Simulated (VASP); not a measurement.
Write the native input for VASP 6.6.1 that does the following.

| Quantity | Value |
| --- | --- |
| Task | single point |
| Functional | PBEsol |
| Potentials or basis | VASP PAW PBE potentials, release 64 (Al, Fe) |
| Cutoff | 520 eV |
| k mesh | 14 × 14 × 14 |
| Occupations | gaussian, width 0.1 eV |
| Spin | collinear spin, ferromagnetic start |
| Starting moments | [0.0, 0.75] μB |
| Dipole correction | no |
| Further INCAR settings | ALGO = Fast; EDIFF = 1e-07; NBANDS = 16 |

The structure of AlFe lies in POSCAR:

```
AlFe
1.0
    2.7869299632      0.0000000000      0.0000000000
    0.0000000000      2.7869299632      0.0000000000
    0.0000000000      0.0000000000      2.7869299632
Al Fe
1 1
Direct
    0.0000000000      0.0000000000      0.0000000000
    0.5000000000      0.5000000000      0.5000000000
```

This cell differs from its parent crystal: volume scaled by 0.94.

One way to write it, as run:

INCAR

```
PREC = Accurate ; ENCUT = 520
EDIFF = 1E-7 ; ISMEAR = 0
SIGMA = 0.1 ; LREAL = False
LASPH = True ; NELM = 150
ALGO = Fast ; ISIF = 2
LWAVE = False ; LCHARG = False
ISPIN = 2 ; MAGMOM = 0 0.75
LORBIT = 11 ; LMAXMIX = 4
GGA = PS ; NBANDS = 16
```

KPOINTS

```
regular mesh
0
Gamma
  14 14 14
```

Potentials or basis: VASP PAW PBE potentials, release 64 (Al, Fe).

The run is started by

```bash
$ cat potpaw_PBE.64/Al/POTCAR potpaw_PBE.64/Fe/POTCAR > POTCAR
$ mpirun -np 1 vasp_std > vasp.out
```

It gave:

```json
{
 "Pressure": "13.7 GPa",
 "Net moment": "0.63 μB per cell",
 "Site moments": "Al -0.02; Fe +0.65 μB",
 "Valence electrons inside the program's atomic spheres": "Al 0.89; Fe 7.64"
}
```

Caveat: the PAW data sets were made with another functional, which shifts forces and pressure a little.

Run time: 46 s on 1 thread of AMD EPYC 9R45 96-Core Processor (Zen 5), on a shared host, peak memory 0.17 GiB.
